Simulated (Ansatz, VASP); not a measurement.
# SnTe in VASP and in Ansatz

```xyz
2
Lattice="0.0000 3.2531 3.1843 3.2531 0.0000 3.1843 3.2531 3.2531 0.0000" Properties=species:S:1:pos:R:3 pbc="T T T"
Sn    0.0000    0.0000    0.0000
Te    3.2531    3.2531    3.1843
```

Change from the starting cell: epitaxial_xy strain +2.0%.

Alike in both runs: task single point; functional r2SCAN; k mesh 8 × 8 × 8; occupations fermi-dirac, width 0.02 eV; no spin polarisation.

|  | VASP | Ansatz |
| --- | --- | --- |
| version | VASP 6.6.1 | Ansatz 0.2.0 |
| potentials or method | VASP PAW PBE potentials, release 64 (Sn_d, Te) | plane waves, PAW |
| plane-wave cutoff (eV) | 520 | 500 |
| valence electrons in the cell | 20 | 30 |

VASP gave:

| Item | Value |
| --- | --- |
| pressure (GPa) | -1.6 |
| traceless stress, the component that is largest in VASP (GPa) | 1.53 |

**Question.** Estimate Ansatz's values.

**Answer.** Pressure (GPa): -1.6; traceless stress, the component that is largest in VASP (GPa): 1.52.

VASP's potentials were made for PBE, not for r2SCAN. VASP's potentials hold 20 valence electrons a cell and Ansatz's 30, so a difference there can come from the potentials and not from the codes.

Spin-orbit coupling is off throughout.
